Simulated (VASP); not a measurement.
Runs of VASP 6.6.1 on NaCl. The structure is that of space group Fm-3m (No. 225), or close to it. The cells are those of the table. 

```csv
task,cell,k mesh,cutoff (eV),smearing,gap on the mesh (eV),pressure (GPa)
relaxation of cell and atoms,"relaxed to 6.66 GPa from a = 3.974 Å, angles 60.0°, 2 atoms",6 × 6 × 6,600,gaussian 0.1 eV,5.72,6.6
relaxation of cell and atoms,"relaxed to 6.66 GPa from a = 3.741 Å, angles 60.0°, 2 atoms",8 × 8 × 8,600,gaussian 0.01 eV,5.74,6.7
single point,"a = 3.741 Å, angles 60.0°, 2 atoms",8 × 8 × 8,520,gaussian 0.02 eV,(a),6.8
relaxation of cell and atoms,"relaxed to 6.66 GPa from a = 3.741 Å, angles 60.0°, 2 atoms",6 × 6 × 6,600,gaussian 0.1 eV,5.74,6.8
```

Alike in all rows: level PBEsol; potentials or basis VASP PAW PBE potentials, release 64 (Na_pv, Cl); no spin polarisation.

Problem. Estimate the missing entries.

Solution. (a) 5.75.

Caveats: the PAW data sets were made with another functional, which shifts forces and pressure a little; the cell is relaxed towards a set pressure, so the run minimises the enthalpy, not the energy (at least some runs); the cell stands under pressure (at least some runs); the relaxation stopped at its first step, so nothing moved (at least some runs).

